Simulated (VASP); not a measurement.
A run of VASP 6.6.1:

INCAR

```
SYSTEM = SiMo3
ALGO = Fast
EDIFF = 1E-7
ENCUT = 520
GGA = PS
ISIF = 2
ISMEAR = 0
LASPH = .True.
LCHARG = .False.
LREAL = .False.
LWAVE = .False.
NBANDS = 56
NELM = 60
PREC = Accurate
SIGMA = 0.15
```

KPOINTS

```
k-points
0
Gamma
  8 8 8
  0 0 0
```

The input POSCAR:

```
SiMo3
1.0
    4.8615851677      0.0000000000      0.0000000000
    0.0000000000      4.8615851677      0.0000000000
    0.0000000000      0.0000000000      4.4726583543
Si Mo
2 6
Direct
    0.0000000000      0.0000000000      0.0000000000
    0.5000000000      0.5000000000      0.5000000000
    0.2500000000      0.0000000000      0.5000000000
    0.5000000000      0.7500000000      0.0000000000
    0.7500000000      0.0000000000      0.5000000000
    0.5000000000      0.2500000000      0.0000000000
    0.0000000000      0.5000000000      0.7500000000
    0.0000000000      0.5000000000      0.2500000000
```

Potentials or basis: VASP PAW PBE potentials, release 64 (Si, Mo_sv).

Run with:

```sh
$ cat potpaw_PBE.64/Si/POTCAR potpaw_PBE.64/Mo_sv/POTCAR > POTCAR
$ mpirun -np 1 vasp_std > vasp.out
```

Hardware: 1 thread of Intel(R) Xeon(R) Platinum 8488C (Sapphire Rapids), with other jobs on the host.

Question: Estimate the wall time of this run.

Answer: Run time: 6.3 min on 1 thread of Intel(R) Xeon(R) Platinum 8488C (Sapphire Rapids) (shared host), peak memory 0.42 GiB. Counts: scf iterations 18, k points 75.
